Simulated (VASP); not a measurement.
**Fe: single point with PBE**

The system is Fe.

```
Fe
1.0
    -1.40310    1.40310    1.40310
     1.40310   -1.40310    1.40310
     1.40310    1.40310   -1.40310
Fe
1
Direct
  0.00000 0.00000 0.00000
```

This cell differs from its parent crystal: volume 11.049 Å^3 an atom, c/a of the conventional cell 1.0000.

- Program: VASP 6.6.1
- Task: single point
- Functional: PBE
- Potentials or basis: VASP PAW PBE potentials, release 64 (Fe)
- Cutoff: 520 eV
- k mesh: 12 × 12 × 12
- Occupations: gaussian, width 0.15 eV
- Spin: collinear spin, ferromagnetic start
- Starting moments: [2.44] μB

```json
{"Pressure": "5.1 GPa", "Net moment": "2.13 μB per cell", "Site moments": "Fe +2.12 μB", "Valence electrons inside the program's atomic spheres": "Fe 7.33"}
```

Levels at points of the mesh, in eV from the Fermi level:
Spin up:
```
           k point  band 2  band 3  band 4  band 5  band 6  band 7  band 8  band 9
(0.00, 0.00, 0.00)   -2.35   -2.35   -2.35   -1.10   -1.10   25.29   25.29   25.29
(0.50, 0.00, 0.00)   -3.48   -1.02   -0.89    0.46    0.51    7.61   18.60   20.67
(0.50, 0.50, 0.50)   -5.02    0.17    0.17    0.17   10.14   10.14   10.14   15.93
```
Spin down:
```tsv
k point	band 1	band 2	band 3	band 4	band 5	band 6	band 7
(0.00, 0.00, 0.00)	-8.43	-0.51	-0.51	-0.51	1.62	1.62	25.06
(0.50, 0.00, 0.00)	-3.83	-1.84	0.63	1.47	1.89	2.59	8.95
(0.50, 0.50, 0.50)	-3.23	-3.23	2.28	2.28	2.28	10.40	10.40
```

It took 39 s on 1 thread of Intel(R) Xeon(R) Platinum 8259CL CPU @ 2.50GHz (Skylake/Cascade Lake), on a shared host, peak memory 0.13 GiB.
